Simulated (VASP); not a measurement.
Wanted: the native input for a VASP 6.6.1 run.

| Quantity | Value |
| --- | --- |
| Task | single point |
| Functional | PBE |
| Potentials or basis | VASP PAW PBE potentials, release 64 (Ge_d, W_sv) |
| Cutoff | 520 eV |
| k mesh | 6 × 6 × 4 |
| Occupations | gaussian, width 0.1 eV |
| Spin | no spin polarisation |
| Dipole correction | no |
| Further INCAR settings | ALGO = Normal; EDIFF = 1e-07; NBANDS = 21 |

The structure of GeW lies in POSCAR:

```
GeW
1.0
    3.1109605561      0.0000000000      0.0000000000
    0.0000000000      3.1109605561      0.0000000000
    0.0000000000      0.0000000000      3.1924384646
Ge W
1 1
Direct
    0.5000000000      0.5000000000      0.5000000000
    0.0000000000      0.0000000000      0.0000000000
```

One way to write it, as run:

INCAR

```
PREC = Accurate ; ENCUT = 520
EDIFF = 1E-7 ; ISMEAR = 0
SIGMA = 0.1 ; LREAL = False
LASPH = True ; NELM = 60
ALGO = Normal ; ISIF = 2
LWAVE = False ; LCHARG = False
GGA = PE ; NBANDS = 21
```

KPOINTS

```
Automatic mesh
0
Gamma
  6 6 4
```

Potentials or basis: VASP PAW PBE potentials, release 64 (Ge_d, W_sv).

Command:

```sh
$ cat potpaw_PBE.64/Ge_d/POTCAR potpaw_PBE.64/W_sv/POTCAR > POTCAR
$ mpirun -np 1 vasp_std > vasp.out
```

Results of the run:

```
Pressure               : 0.2 GPa
Band gap on the k mesh : zero (band 14 reaches 13.65 eV, above the bottom of band 15 at 9.84 eV)
```

Caveat: the k points lie up to 0.49 Å⁻¹ apart; spin-orbit coupling is left out, which moves the levels of the heavy elements.

It took 6 s on 1 thread of Intel(R) Xeon(R) 6975P-C (Granite Rapids), on a shared host, peak memory 0.15 GiB.
